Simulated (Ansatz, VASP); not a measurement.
## SrTiO3 in VASP and in Ansatz

File INCAR:

```
PREC = Accurate
ENCUT = 520
EDIFF = 1E-6
ISMEAR = 0
SIGMA = 0.02
LREAL = False
LASPH = True
NELM = 60
ALGO = Normal
ISIF = 2
LWAVE = False
LCHARG = True
GGA = PE
LELF = True
LVHAR = True
NBANDS = 28
```

File KPOINTS:

```
regular mesh
0
Gamma
  8 8 8
```

POSCAR

```
SrTiO3
1.0
    3.9753809510      0.0000000000      0.0000000000
    0.0000000000      3.9753809510      0.0000000000
    0.0000000000      0.0000000000      3.9753809510
Sr Ti O
1 1 3
Direct
    0.5000000000      0.5000000000      0.5000000000
    0.0000000000      0.0000000000      0.0000000000
    0.5000000000      0.0000000000      0.0000000000
    0.0000000000      0.5000000000      0.0000000000
    0.0000000000      0.0000000000      0.5000000000
```

Input for Ansatz:

```yaml
crystal:
  lattice:
    - [3.9753809516, 0.0, 0.0]
    - [0.0, 3.9753809516, 0.0]
    - [0.0, 0.0, 3.9753809516]
  atoms:
    - { symbol: Sr, position: [0.5, 0.5, 0.5] }
    - { symbol: Ti, position: [0.0, 0.0, 0.0] }
    - { symbol: O, position: [0.5, 0.0, 0.0] }
    - { symbol: O, position: [0.0, 0.5, 0.0] }
    - { symbol: O, position: [0.0, 0.0, 0.5] }
basis:
  ecutwfc: 420
kpoints:
  mp_grid: { grid: [8, 8, 8] }
hamiltonian:
  xc: pbe
scf:
  occupations: { method: gaussian, width: 0.02 }
output:
  forces: true
  stress: true
  eigenvalues: true
```

Alike in both runs: task single point; functional PBE; k mesh 8 × 8 × 8; occupations gaussian, width 0.02 eV; no spin polarisation.

|  | VASP | Ansatz |
| --- | --- | --- |
| version | VASP 6.6.1 | Ansatz 0.2.0 |
| potentials or method | VASP PAW PBE potentials, release 64 (Sr_sv, Ti_sv, O), cutoff 520 eV | scalar-relativistic, plane waves, PAW |
| valence electrons in the cell | 40 | 40 |

Ansatz gave:

- gap on the k mesh at the Fermi level (eV): 1.78
- least direct gap on the mesh (eV): 2.16
- pressure (GPa): -4.7

What did VASP give for the same quantities?

gap on the k mesh at the Fermi level (eV): 1.75; least direct gap on the mesh (eV): 2.14; pressure (GPa): -4.1.
